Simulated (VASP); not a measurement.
# ZnSe (F-43m) in VASP: single point with PBE+D3(BJ)

Aim: the single point of ZnSe with PBE+D3(BJ).

Program: VASP 6.6.1. These are calculated values, not measurements. Logs are shortened: lines on timing, memory, paths and dates and some standing lists are left out, and cuts for length are marked.

## 1. The cell of the first run

It takes space group F-43m (No. 216, cubic). The conventional cell has a = 5.665 Å, b = 5.665 Å, c = 5.665 Å, α = 90.00°, β = 90.00°, γ = 90.00°. Within 3.2 Å of Zn (site symmetry -43m) lie 4 Se at 2.45 Å. Within 3.2 Å of Se (site symmetry -43m) lie 4 Zn at 2.45 Å.

## 2. Single point, PBE+D3(BJ)

INCAR

```
PREC     = Accurate       # precision mode
ENCUT    = 520            # plane-wave cutoff, eV
EDIFF    = 1E-6           # SCF threshold, eV
ISMEAR   = 0              # smearing method
SIGMA    = 0.1            # smearing width, eV
LREAL    = F              # projectors in reciprocal space
LASPH    = T              # aspherical terms in the spheres
NELM     = 60             # most SCF steps
ALGO     = Normal         # electronic algorithm
ISIF     = 2              # what is computed and relaxed
LWAVE    = F              # write WAVECAR
LCHARG   = F              # write CHGCAR
GGA      = PE             # functional
IVDW     = 12             # dispersion correction
NBANDS   = 16             # bands
```

KPOINTS

```
Automatic mesh
0
Gamma
  6 6 6
```

POSCAR

```
ZnSe
1.0
    0.0000000000      2.8324425200      2.8324425200
    2.8324425200      0.0000000000      2.8324425200
    2.8324425200      2.8324425200      0.0000000000
Zn Se
1 1
Direct
    0.0000000000      0.0000000000      0.0000000000
    0.7500000000      0.7500000000      0.7500000000
```

Potentials or basis: VASP PAW PBE potentials, release 64 (Zn, Se).

Command:

```console
$ cat potpaw_PBE.64/Zn/POTCAR potpaw_PBE.64/Se/POTCAR > POTCAR
$ mpirun -np 1 vasp_std > vasp.out
```

OUTCAR:

```text
PREC = Accurate
   ENCUT = 520
   EDIFF = 1E-6
   ISMEAR = 0
   LREAL = F
   LASPH = T
   NELM = 60
   ISIF = 2
   GGA = PE
   IVDW = 12
 IVDW          = 12

 ion  position               nearest neighbor table
   1  0.000  0.000  0.000-   2 2.45   2 2.45   2 2.45   2 2.45
   2  0.750  0.750  0.750-   1 2.45   1 2.45   1 2.45   1 2.45

  LATTYP: Found a face centered cubic cell.
 ALAT       =     5.6648850400

  Lattice vectors:

 A1 = (   0.0000000000,   2.8324425200,   2.8324425200)
 A2 = (   2.8324425200,   0.0000000000,   2.8324425200)
 A3 = (   2.8324425200,   2.8324425200,   0.0000000000)

Analysis of symmetry for initial positions (statically):
=====================================================================
 Subroutine PRICEL returns:
 Original cell was already a primitive cell.

 Routine SETGRP: Setting up the symmetry group for a
 face centered cubic supercell.

 Subroutine GETGRP returns: Found 24 space group operations
 (whereof 24 operations were pure point group operations)
 out of a pool of 48 trial point group operations.

The static configuration has the point symmetry T_d .

Analysis of symmetry for dynamics (positions and initial velocities):
=====================================================================
 Subroutine PRICEL returns:
 Original cell was already a primitive cell.

 Routine SETGRP: Setting up the symmetry group for a
 face centered cubic supercell.

 Subroutine GETGRP returns: Found 24 space group operations
 (whereof 24 operations were pure point group operations)
 out of a pool of 48 trial point group operations.

The dynamic configuration has the point symmetry T_d .

 Subroutine INISYM returns: Found 24 space group operations
 (whereof 24 operations are pure point group operations),
 and found     1 'primitive' translations

----------------------------------------------------------------------------------------

                                     Primitive cell

  volume of cell :      45.4478

  direct lattice vectors                    reciprocal lattice vectors
     0.000000000  2.832442520  2.832442520    -0.176526089  0.176526089  0.176526089
     2.832442520  0.000000000  2.832442520     0.176526089 -0.176526089  0.176526089
     2.832442520  2.832442520  0.000000000     0.176526089  0.176526089 -0.176526089

  length of vectors
     4.005678626  4.005678626  4.005678626     0.305752155  0.305752155  0.305752155

  position of ions in fractional coordinates (direct lattice)
     0.000000000  0.000000000  0.000000000
     0.750000000  0.750000000  0.750000000

  ion indices of the primitive-cell ions
   primitive index   ion index
                 1           1
                 2           2

----------------------------------------------------------------------------------------

 KPOINTS: Automatic mesh

Automatic generation of k-mesh.
 Grid dimensions read from file:
 generate k-points for:    6    6    6

 Generating k-lattice:

  Cartesian coordinates                     Fractional coordinates (reciprocal lattice)
    -0.029421015  0.029421015  0.029421015     0.166666667  0.000000000  0.000000000
     0.029421015 -0.029421015  0.029421015     0.000000000  0.166666667  0.000000000
     0.029421015  0.029421015 -0.029421015     0.000000000  0.000000000  0.166666667

  Length of vectors
     0.050958692  0.050958692  0.050958692

  Shift w.r.t. Gamma in fractional coordinates (k-lattice)
     0.000000000  0.000000000  0.000000000

 Subroutine IBZKPT returns following result:
 ===========================================

 Found     16 irreducible k-points:

 Following reciprocal coordinates:
            Coordinates               Weight
  0.000000  0.000000  0.000000      1.000000
  0.166667  0.000000  0.000000      8.000000
  0.333333  0.000000  0.000000      8.000000
  0.500000  0.000000  0.000000      4.000000
  0.166667  0.166667  0.000000      6.000000
  0.333333  0.166667  0.000000     24.000000
[... 8 lines left out ...]
 -0.333333  0.333333  0.166667     24.000000
 -0.333333  0.500000  0.166667     12.000000
   k-points           NKPTS =     16   k-points in BZ     NKDIM =     16   number of bands    NBANDS=     16
   number of dos      NEDOS =    301   number of ions     NIONS =      2
   total plane-waves  NPLWV =  27000
   dimension x,y,z NGX =    30 NGY =   30 NGZ =   30
   dimension x,y,z NGXF=    60 NGYF=   60 NGZF=   60
   ions per type =               1   1
   NGX,Y,Z   is equivalent  to a cutoff of  12.45, 12.45, 12.45 a.u.
   NGXF,Y,Z  is equivalent  to a cutoff of  24.90, 24.90, 24.90 a.u.
 SYSTEM =  unknown system
   PREC   = accura    normal or accurate (medium, high low for compatibility)
   ISTART =      0    job   : 0-new  1-cont  2-samecut
   ICHARG =      2    charge: 1-file 2-atom 10-const
   ISPIN  =      1    spin polarized calculation?
   LNONCOLLINEAR =      F non collinear calculations
   LSORBIT =      F    spin-orbit coupling
   LASPH  =      T    aspherical Exc in radial PAW
   ENCUT  =  520.0 eV  38.22 Ry    6.18 a.u.   7.45  7.45  7.45*2*pi/ulx,y,z
   NELM   =     60;   NELMIN=  2; NELMDL= -5     # of ELM steps
   EDIFF  = 0.1E-05   stopping-criterion for ELM
   LREAL  =      F    real-space projection
   EDIFFG = 0.1E-04   stopping-criterion for IOM
   NSW    =      0    number of steps for IOM
   IBRION =     -1    ionic relax: 0-MD 1-quasi-New 2-CG
   NFREE  =      0    steps in history (QN), initial steepest desc. (CG)
   ISIF   =      2    stress and relaxation
   ISYM   =      2    0-nonsym 1-usesym 2-fastsym
   POTIM  = 0.5000    time-step for ionic-motion
   TEBEG  =    0.0;   TEEND  =   0.0 temperature during run
   PSTRESS=    0.0 pullay stress
   NELECT =      18.0000    total number of electrons
   NUPDOWN=      -1.0000    fix difference up-down
   EMIN   =  10.00;   EMAX   =-10.00  energy-range for DOS
   EFERMI =   0.00;   METHOD = LEGACY
   ISMEAR =     0;   SIGMA  =   0.10  broadening in eV -4-tet -1-fermi 0-gaus
   EFERMI_NEDOS =   21; number of points for ismear=-14 and -15
   IALGO  =     38    algorithm
   IMIX   =      4    mixing-type and parameters
     AMIX     =   0.40;   BMIX     =  1.00
     AMIX_MAG =   1.60;   BMIX_MAG =  1.00
  volume/ion in A,a.u.               =      22.72       153.35
  Fermi-wavevector in a.u.,A,eV,Ry     =   1.202249  2.271922 19.665910  1.445404
  Thomas-Fermi vector in A             =   2.338036
   LORBIT       =      0    0 simple, 1 ext, 2 COOP (PROOUT), +10 PAW based schemes
   GGA     = PE    functional components
   LHFCALC =     F    Hartree Fock is set to
   AEXX    =    0.0000 exact exchange contribution
   IVDW    =    12    specifies the selected vdW correction
   LEPSILON=     F    determine dielectric tensor
   LRPA    =     F    only Hartree local field effects (RPA)
 non-spin polarized calculation
 Gauss-broadening in eV      SIGMA  =   0.10
  energy-cutoff  :      520.00
  volume of cell :       45.45
 maximum number of plane-waves:      1243
 NGX is ok and might be reduce to    30
   NGX = 15   NGY = 15   NGZ = 15

 number of electron      18.0000011 magnetization

 Free energy of the ion-electron system (eV)
  ---------------------------------------------------
  ext. energy  EPLUGINS =         0.00000000
  ---------------------------------------------------
  free energy    TOTEN  =        -6.01393151 eV

  energy without entropy =       -6.01393151  energy(sigma->0) =       -6.01393151

 E-fermi :   2.0582     XC(G=0):  -9.3267

 val. band max:        1.6290251558   @ k =   0.0000   0.0000   0.0000
 cond. band min:       2.9236350008   @ k =   0.0000   0.0000   0.0000
 fundamental gap:      1.2946098451
 Fermi energy:         2.0581798036

 k-point     1 :       0.0000    0.0000    0.0000
  band No.  band energies     occupation
      1     -11.6388      2.00000
      2      -4.9255      2.00000
      3      -4.9255      2.00000
      4      -4.9255      2.00000
      5      -4.5548      2.00000
      6      -4.5548      2.00000
[... 8 lines left out ...]
     15      13.0903      0.00000
     16      13.0903      0.00000

 k-point     2 :       0.1667    0.0000    0.0000
  band No.  band energies     occupation
      1     -11.4639      2.00000
      2      -4.9093      2.00000
      3      -4.8988      2.00000
      4      -4.8988      2.00000
      5      -4.5565      2.00000
      6      -4.5565      2.00000
[... 8 lines left out ...]
     15      12.0903      0.00000
     16      12.6525      0.00000

 k-point     3 :       0.3333    0.0000    0.0000
  band No.  band energies     occupation
      1     -11.0711      2.00000
      2      -4.8540      2.00000
      3      -4.8540      2.00000
      4      -4.7551      2.00000
      5      -4.5482      2.00000
      6      -4.5482      2.00000
[... 8 lines left out ...]
     15      12.6825      0.00000
     16      12.6825      0.00000

 k-point     4 :       0.5000    0.0000    0.0000
  band No.  band energies     occupation
      1     -10.8468      2.00000
      2      -4.8377      2.00000
      3      -4.8377      2.00000
      4      -4.5363      2.00000
      5      -4.5363      2.00000
      6      -4.3955      2.00000
[... 8 lines left out ...]
     15      14.7398      0.00000
     16      14.7398      0.00000
[... 172 lines left out ...]
 k-point    14 :       0.5000    0.3333    0.1667
  band No.  band energies     occupation
      1     -10.7983      2.00000
      2      -4.8331      2.00000
      3      -4.7866      2.00000
      4      -4.6856      2.00000
      5      -4.5384      2.00000
      6      -4.4882      2.00000
[... 8 lines left out ...]
     15      14.5185      0.00000
     16      15.9389      0.00000

 k-point    15 :      -0.3333    0.3333    0.1667
  band No.  band energies     occupation
      1     -10.6450      2.00000
      2      -4.8129      2.00000
      3      -4.7574      2.00000
      4      -4.5906      2.00000
      5      -4.5610      2.00000
      6      -4.3107      2.00000
[... 8 lines left out ...]
     15      14.6992      0.00000
     16      15.6548      0.00000

 k-point    16 :      -0.3333    0.5000    0.1667
  band No.  band energies     occupation
      1     -10.5739      2.00000
      2      -4.8281      2.00000
      3      -4.7083      2.00000
      4      -4.6356      2.00000
      5      -4.5404      2.00000
      6      -4.2828      2.00000
[... 8 lines left out ...]
     15      15.3924      0.00000
     16      15.8166      0.00000

------------------------ aborting loop because EDIFF is reached ----------------------------------------

 Edisp (eV)   -0.64558

 E8    (eV) :    -0.2699

  FORCE on cell =-STRESS in cart. coord.  units (eV):
  Direction    XX          YY          ZZ          XY          YZ          ZX
  --------------------------------------------------------------------------------------
  -------------------------------------------------------------------------------------
  Total      -0.01689    -0.01689    -0.01689     0.00000     0.00000     0.00000
  in kB      -0.59538    -0.59538    -0.59538     0.00000     0.00000     0.00000
  external pressure =       -0.60 kB  Pullay stress =        0.00 kB

 VOLUME and BASIS-vectors are now :
 -----------------------------------------------------------------------------
  energy-cutoff  :      520.00
  volume of cell :       45.45
      direct lattice vectors                 reciprocal lattice vectors
     0.000000000  2.832442520  2.832442520    -0.176526089  0.176526089  0.176526089
     2.832442520  0.000000000  2.832442520     0.176526089 -0.176526089  0.176526089
     2.832442520  2.832442520  0.000000000     0.176526089  0.176526089 -0.176526089

 POSITION                                       TOTAL-FORCE (eV/Angst)
 -----------------------------------------------------------------------------------
      0.00000      0.00000      0.00000         0.000000      0.000000      0.000000
      4.24866      4.24866      4.24866        -0.000000     -0.000000     -0.000000
 -----------------------------------------------------------------------------------
    total drift:                                0.000001      0.000001      0.000001

  FREE ENERGIE OF THE ION-ELECTRON SYSTEM (eV)
  ---------------------------------------------------
  free  energy   TOTEN  =        -6.6595070983 eV

  energy  without entropy=       -6.6595070983  energy(sigma->0) =       -6.65950710
```

Run time: 12 s. Hardware: 1 thread of Intel Xeon Platinum 8559C (Emerald Rapids), shared host; peak memory 0.17 GiB.

Results:

```yaml
Free_energy: -6.6595 eV
Pressure: -0.1 GPa
Band_gap_on_the_k_mesh: 1.29 eV, direct
Dispersion_energy_per_atom: -0.323 eV
```

Levels at points of the mesh, in eV from the valence-band top:
```csv
k point,band 5,band 6,band 7,band 8,band 9,band 10,band 11,band 12,band 13,band 14
"(0.00, 0.00, 0.00)",-6.18,-6.18,0.00,0.00,0.00,1.29,5.80,5.80,5.80,9.93
"(0.50, 0.00, 0.00)",-6.17,-6.02,-5.24,-0.87,-0.87,2.54,6.38,6.38,8.58,10.98
"(0.50, 0.50, 0.00)",-6.14,-6.00,-4.76,-2.19,-2.19,2.98,3.46,10.75,11.26,11.26
```

A hybrid or GW would open this gap; PBE tends to underestimate it.
